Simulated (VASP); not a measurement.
# SiO2 (R-3m) in VASP: single point with HSE06

Aim: the single point of SiO2 with HSE06.

All numbers are computed with VASP 6.6.1; they aren't measurements. Logs are shortened: lines on timing, memory, paths and dates and some standing lists are left out, and cuts for length are marked.

## Step 1: The cell of the first run

It takes space group R-3m (No. 166, trigonal). The conventional cell has a = 3.202 Å, b = 3.202 Å, c = 7.944 Å, α = 90.00°, β = 90.00°, γ = 120.00°. Si (site symmetry -3m) has 8 O at 1.96 to 1.99 Å within 2.6 Å. O (site symmetry 3m) has 4 Si at 1.96 to 1.99 Å and 6 O at 2.27 to 2.28 Å within 2.6 Å.

## Step 2: Single point, HSE06 (strain along [111] +1.3%)

The input, POSCAR:

```
SiO2
1.0
    0.0194718544      2.2836409658      2.2836409658
    2.2836409658      0.0194718544      2.2836409658
    2.2836409658      2.2836409658      0.0194718544
Si O
1 2
Direct
    0.0000000000      0.0000000000      0.0000000000
    0.2503658963      0.2503658963      0.2503658963
    0.7496341037      0.7496341037      0.7496341037
```

The input, INCAR.step1:

```
PREC = Accurate
ENCUT = 520
EDIFF = 1E-5
ISMEAR = 0
SIGMA = 0.01
LREAL = F
LASPH = T
NELM = 100
ALGO = Normal
ISIF = 2
LWAVE = T
NBANDS = 15
GGA = PE
```

The input, INCAR.step2:

```
PREC = Accurate
ENCUT = 520
EDIFF = 1E-6
ISMEAR = 0
SIGMA = 0.01
LREAL = F
LASPH = T
NELM = 100
ALGO = Normal
ISIF = 2
LWAVE = F
LCHARG = T
GGA = PE
LHFCALC = T
HFSCREEN = 0.2079
PRECFOCK = Normal
LELF = T
LVHAR = T
NBANDS = 15
ISTART = 1
```

The input, KPOINTS:

```
regular mesh
0
Gamma
  6 6 6
```

Potentials or basis: VASP PAW PBE potentials, release 64 (Si, O).

The run is started by

```
> cat potpaw_PBE.64/Si/POTCAR potpaw_PBE.64/O/POTCAR > POTCAR
> cp INCAR.step1 INCAR
> mpirun -np 1 vasp_std > vasp.out
> cp INCAR.step2 INCAR
> mpirun -np 1 vasp_std > vasp.out
```

OUTCAR:

```text
PREC = Accurate
   ENCUT = 520
   EDIFF = 1E-6
   ISMEAR = 0
   LREAL = F
   LASPH = T
   NELM = 100
   ISIF = 2
   GGA = PE
   LHFCALC = T
   HFSCREEN = 0.2079
   PRECFOCK = Normal
   ISTART = 1

 ion  position               nearest neighbor table
   1  0.000  0.000  0.000-   2 1.96   2 1.96   2 1.96   3 1.96   3 1.96   3 1.96   3 1.99   2 1.99

   2  0.250  0.250  0.250-   1 1.96   1 1.96   1 1.96   1 1.99
   3  0.750  0.750  0.750-   1 1.96   1 1.96   1 1.96   1 1.99

  LATTYP: Found a trigonal (rhomboedric) cell.
 ALAT       =     3.2296147254
 COS(alpha) =     0.5085081853

  Lattice vectors:

 A1 = (   0.0194718544,   2.2836409658,   2.2836409658)
 A2 = (   2.2836409658,   0.0194718544,   2.2836409658)
 A3 = (   2.2836409658,   2.2836409658,   0.0194718544)

Analysis of symmetry for initial positions (statically):
=====================================================================
 Subroutine PRICEL returns:
 Original cell was already a primitive cell.

 Routine SETGRP: Setting up the symmetry group for a
 trigonal (rhombohedral) supercell.

 Subroutine GETGRP returns: Found 12 space group operations
 (whereof 12 operations were pure point group operations)
 out of a pool of 12 trial point group operations.

The static configuration has the point symmetry D_3d.

Analysis of symmetry for dynamics (positions and initial velocities):
=====================================================================
 Subroutine PRICEL returns:
 Original cell was already a primitive cell.

 Routine SETGRP: Setting up the symmetry group for a
 trigonal (rhombohedral) supercell.

 Subroutine GETGRP returns: Found 12 space group operations
 (whereof 12 operations were pure point group operations)
 out of a pool of 12 trial point group operations.

The dynamic configuration has the point symmetry D_3d.

 Subroutine INISYM returns: Found 12 space group operations
 (whereof 12 operations are pure point group operations),
 and found     1 'primitive' translations

----------------------------------------------------------------------------------------

                                     Primitive cell

  volume of cell :      23.5138

  direct lattice vectors                    reciprocal lattice vectors
     0.019471854  2.283640966  2.283640966    -0.221769044  0.219894079  0.219894079
     2.283640966  0.019471854  2.283640966     0.219894079 -0.221769044  0.219894079
     2.283640966  2.283640966  0.019471854     0.219894079  0.219894079 -0.221769044

  length of vectors
     3.229614725  3.229614725  3.229614725     0.381953297  0.381953297  0.381953297

  position of ions in fractional coordinates (direct lattice)
     0.000000000  0.000000000  0.000000000
     0.250365896  0.250365896  0.250365896
     0.749634104  0.749634104  0.749634104

  ion indices of the primitive-cell ions
   primitive index   ion index
                 1           1
                 2           2
                 3           3

----------------------------------------------------------------------------------------

 KPOINTS: regular mesh

Automatic generation of k-mesh.
 Grid dimensions read from file:
 generate k-points for:    6    6    6

 Generating k-lattice:

  Cartesian coordinates                     Fractional coordinates (reciprocal lattice)
    -0.036961507  0.036649013  0.036649013     0.166666667  0.000000000 -0.000000000
     0.036649013 -0.036961507  0.036649013     0.000000000  0.166666667 -0.000000000
     0.036649013  0.036649013 -0.036961507     0.000000000  0.000000000  0.166666667

  Length of vectors
     0.063658883  0.063658883  0.063658883

  Shift w.r.t. Gamma in fractional coordinates (k-lattice)
     0.000000000  0.000000000  0.000000000

 Subroutine IBZKPT returns following result:
 ===========================================

 Found     32 irreducible k-points:

 Following reciprocal coordinates:
            Coordinates               Weight
  0.000000  0.000000  0.000000      1.000000
  0.166667  0.000000  0.000000      6.000000
  0.333333  0.000000  0.000000      6.000000
  0.500000  0.000000  0.000000      3.000000
  0.166667  0.166667  0.000000      6.000000
  0.333333  0.166667  0.000000     12.000000
[... 16 lines left out ...]
  0.500000  0.500000  0.166667      6.000000
 -0.333333  0.500000  0.166667     12.000000
 [... further k-points ...]
   k-points           NKPTS =     32   k-points in BZ     NKDIM =    216   number of bands    NBANDS=     15
   number of dos      NEDOS =    301   number of ions     NIONS =      3
   total plane-waves  NPLWV =  13824
   dimension x,y,z NGX =    24 NGY =   24 NGZ =   24
   dimension x,y,z NGXF=    48 NGYF=   48 NGZF=   48
   ions per type =               1   2
   NGX,Y,Z   is equivalent  to a cutoff of  12.35, 12.35, 12.35 a.u.
   NGXF,Y,Z  is equivalent  to a cutoff of  24.71, 24.71, 24.71 a.u.
 SYSTEM =  unknown system
   PREC   = accura    normal or accurate (medium, high low for compatibility)
   ISTART =      1    job   : 0-new  1-cont  2-samecut
   ICHARG =      0    charge: 1-file 2-atom 10-const
   ISPIN  =      1    spin polarized calculation?
   LNONCOLLINEAR =      F non collinear calculations
   LSORBIT =      F    spin-orbit coupling
   LASPH  =      T    aspherical Exc in radial PAW
   ENCUT  =  520.0 eV  38.22 Ry    6.18 a.u.   6.00  6.00  6.00*2*pi/ulx,y,z
   NELM   =    100;   NELMIN=  2; NELMDL=  0     # of ELM steps
   EDIFF  = 0.1E-05   stopping-criterion for ELM
   LREAL  =      F    real-space projection
   EDIFFG = 0.1E-04   stopping-criterion for IOM
   NSW    =      0    number of steps for IOM
   IBRION =     -1    ionic relax: 0-MD 1-quasi-New 2-CG
   NFREE  =      0    steps in history (QN), initial steepest desc. (CG)
   ISIF   =      2    stress and relaxation
   ISYM   =      3    0-nonsym 1-usesym 2-fastsym
   POTIM  = 0.5000    time-step for ionic-motion
   TEBEG  =    0.0;   TEEND  =   0.0 temperature during run
   PSTRESS=    0.0 pullay stress
   NELECT =      16.0000    total number of electrons
   NUPDOWN=      -1.0000    fix difference up-down
   EMIN   =  10.00;   EMAX   =-10.00  energy-range for DOS
   EFERMI =   0.00;   METHOD = LEGACY
   ISMEAR =     0;   SIGMA  =   0.01  broadening in eV -4-tet -1-fermi 0-gaus
   EFERMI_NEDOS =   21; number of points for ismear=-14 and -15
   IALGO  =     38    algorithm
   IMIX   =      1    mixing-type and parameters
     AMIX     =   0.40;   BMIX     =  1.00
     AMIX_MAG =   1.60;   BMIX_MAG =  1.00
  volume/ion in A,a.u.               =       7.84        52.89
  Fermi-wavevector in a.u.,A,eV,Ry     =   1.439927  2.721067 28.210176  2.073389
  Thomas-Fermi vector in A             =   2.558728
   LORBIT       =      0    0 simple, 1 ext, 2 COOP (PROOUT), +10 PAW based schemes
   GGA     = PE    functional components
   LHFCALC =     T    Hartree Fock is set to
   PRECFOCK=normal    Normal, Fast or Accurate (Low or Medium for compatibility)
   ENCUT4O =  -1.0   cutoff for four orbital integrals eV
   NKREDX  =     1    reduce k-point grid by
   NKREDY  =     1    reduce k-point grid by
   NKREDZ  =     1    reduce k-point grid by
   AEXX    =    0.2500 exact exchange contribution
   HFSCREEN=    0.2079 screening length (either q_TF or 0.3 A-1)
   HFSCREENC=   0.2079 screening length for correlation (either q_TF or 0.3 A-1)
   ENCUTFOCK=  -1.0 apply spherical cutoff to Coloumb kernel
   IVDW    =     0    specifies the selected vdW correction
   LEPSILON=     F    determine dielectric tensor
   LRPA    =     F    only Hartree local field effects (RPA)
 non-spin polarized calculation
 Gauss-broadening in eV      SIGMA  =   0.01
  energy-cutoff  :      520.00
  volume of cell :       23.51
 maximum number of plane-waves:       644
  NGX = 20; NGY = 20; NGZ = 20

 number of electron      16.0000014 magnetization

 Free energy of the ion-electron system (eV)
  ---------------------------------------------------
  ext. energy  EPLUGINS =         0.00000000
  ---------------------------------------------------
  free energy    TOTEN  =       -25.01057341 eV

  energy without entropy =      -25.01057341  energy(sigma->0) =      -25.01057341

 E-fermi :   8.4762     XC(G=0): -10.0988

 val. band max:        8.3928581716   @ k =   0.5000   0.5000  -0.0000
 cond. band min:      11.9426971139   @ k =   0.5000   0.5000  -0.0000
 fundamental gap:      3.5498389423
 Fermi energy:         8.4762230678

 k-point     1 :       0.0000    0.0000    0.0000
  band No.  band energies     occupation
      1     -16.3485      2.00000
      2      -9.2731      2.00000
      3       2.1901      2.00000
      4       2.2639      2.00000
      5       2.2639      2.00000
      6       5.9168      2.00000
      7       5.9168      2.00000
      8       6.0996      2.00000
      9      11.9595      0.00000
     10      15.7455      0.00000
     11      16.1311      0.00000
     12      16.1311      0.00000
     13      22.6704      0.00000
     14      22.6704      0.00000
     15      24.9105      0.00000

 k-point     2 :       0.1667    0.0000    0.0000
  band No.  band energies     occupation
      1     -15.9323      2.00000
      2      -9.7889      2.00000
      3       1.9161      2.00000
      4       2.2373      2.00000
      5       2.2820      2.00000
      6       4.7685      2.00000
      7       5.4200      2.00000
      8       5.5518      2.00000
      9      13.5824      0.00000
     10      16.3905      0.00000
     11      16.5916      0.00000
     12      16.9061      0.00000
     13      23.4173      0.00000
     14      23.4487      0.00000
     15      26.3435      0.00000
[... 365 lines left out ...]
      3      -2.8736      2.00000
      4      -0.0106      2.00000
      5       0.1964      2.00000
      6       6.5500      2.00000
      7       6.7450      2.00000
      8       7.7679      2.00000
      9      13.1102      0.00000
     10      18.5862      0.00000
     11      21.2962      0.00000
     12      22.3892      0.00000
     13      22.5706      0.00000
     14      26.6228      0.00000
     15      29.1756      0.00000

 k-point    24 :      -0.3333    0.5000    0.1667
  band No.  band energies     occupation
      1     -13.0357      2.00000
      2     -11.9340      2.00000
      3      -3.2886      2.00000
      4      -1.0519      2.00000
      5       1.4380      2.00000
      6       5.0707      2.00000
      7       7.5222      2.00000
      8       8.1767      2.00000
      9      13.8347      0.00000
     10      19.4124      0.00000
     11      19.8627      0.00000
     12      22.1558      0.00000
     13      23.3965      0.00000
     14      26.8434      0.00000
     15      29.0674      0.00000

 [... further k-points ...]

------------------------ aborting loop because EDIFF is reached ----------------------------------------

  FORCE on cell =-STRESS in cart. coord.  units (eV):
  Direction    XX          YY          ZZ          XY          YZ          ZX
  --------------------------------------------------------------------------------------
  -------------------------------------------------------------------------------------
  Total       -1.1210772     -1.1210772     -1.1210772      0.1775991      0.1775991      0.1775991
  in kB      -76.3876168    -76.3876168    -76.3876168     12.1011944     12.1011944     12.1011944
  external PRESSURE =     -76.3876168 kB  Pullay stress =       0.0000000 kB

 VOLUME and BASIS-vectors are now :
 -----------------------------------------------------------------------------
  energy-cutoff  :      520.00
  volume of cell :       23.51
      direct lattice vectors                 reciprocal lattice vectors
     0.019471854  2.283640966  2.283640966    -0.221769044  0.219894079  0.219894079
     2.283640966  0.019471854  2.283640966     0.219894079 -0.221769044  0.219894079
     2.283640966  2.283640966  0.019471854     0.219894079  0.219894079 -0.221769044

 POSITION                                       TOTAL-FORCE (eV/Angst)
 -----------------------------------------------------------------------------------
      0.00000      0.00000      0.00000         0.000000     -0.000000     -0.000000
      1.14837      1.14837      1.14837         0.004696      0.004696      0.004696
      3.43839      3.43839      3.43839        -0.004696     -0.004696     -0.004696
 -----------------------------------------------------------------------------------
    total drift:                                0.000005      0.000006      0.000005

  FREE ENERGIE OF THE ION-ELECTRON SYSTEM (eV)
  ---------------------------------------------------
  free  energy   TOTEN  =       -25.0105734072 eV

  energy  without entropy=      -25.0105734072  energy(sigma->0) =      -25.01057341
```

Wall time 27 min (1 thread of Intel Xeon 6975P-C (Granite Rapids), shared host); peak memory 0.24 GiB.

Results:

```
Free energy            : -25.0106 eV
Pressure               : -7.6 GPa
Largest force          : 0.008 eV/Å
Band gap on the k mesh : 3.55 eV
```

Forces in eV/Å, atoms in the order of the input:
```
Si   0.000  0.000  0.000
O    0.005  0.005  0.005
O   -0.005 -0.005 -0.005
```

Caveat: the cell differs from its parent crystal (strain along [111] +1.3%); the cell stands under tension; the structure was generated, so it needn't be the stable form of SiO2; the PAW data sets were made with another functional, which shifts forces and pressure a little. A k mesh can miss the band edges.
